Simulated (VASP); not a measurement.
Write the native input for VASP 6.6.1 that does the following.

```yaml
Task: single point
Functional: PBE
Potentials_or_basis: VASP PAW PBE potentials, release 64 (Ti_sv, O)
Cutoff: 520 eV
k_mesh: 8 × 8 × 6
Occupations: fermi-dirac, width 0.05 eV
Spin: no spin polarisation
Dipole_correction: no
Further_INCAR_settings: ALGO = Normal; EDIFF = 1e-06; NBANDS = 33
```

The structure of TiO2 lies in POSCAR:

```
TiO2
1.0
    2.7416437942     -2.7422729661      0.0000000000
    2.7416437942      2.7422729661      0.0000000000
   -2.6681866979      0.0000000000      4.8597578833
Ti O
2 4
Direct
    0.8658900000      0.1341100000      0.7500000000
    0.1341100000      0.8658900000      0.2500000000
    0.0887550000      0.3312210000      0.1671490000
    0.9112450000      0.6687790000      0.8328510000
    0.6687790000      0.9112450000      0.3328510000
    0.3312210000      0.0887550000      0.6671490000
```

These files were run (other wordings do the same):

INCAR

```
SYSTEM = TiO2
ALGO = Normal
EDIFF = 1E-6
ENCUT = 520
GGA = PE
ISIF = 2
ISMEAR = -1
LASPH = .True.
LCHARG = .True.
LELF = .True.
LREAL = .False.
LVHAR = .True.
LWAVE = .False.
NBANDS = 33
NELM = 60
PREC = Accurate
SIGMA = 0.05
```

KPOINTS

```
k-points
0
Gamma
  8 8 6
  0 0 0
```

Potentials or basis: VASP PAW PBE potentials, release 64 (Ti_sv, O).

The run is started by

```bash
$ cat potpaw_PBE.64/Ti_sv/POTCAR potpaw_PBE.64/O/POTCAR > POTCAR
$ mpirun -np 1 vasp_std > vasp.out
```

Results of the run:

```json
{"Pressure": "-8.3 GPa", "Largest force": "0.314 eV/Å", "Band gap on the k mesh": "1.96 eV (least direct gap 2.29 eV)"}
```

Caveat: the cell stands under tension.

Wall time 2.5 min on 1 thread of Intel(R) Xeon(R) 6975P-C (Granite Rapids), on a shared host, peak memory 0.33 GiB.
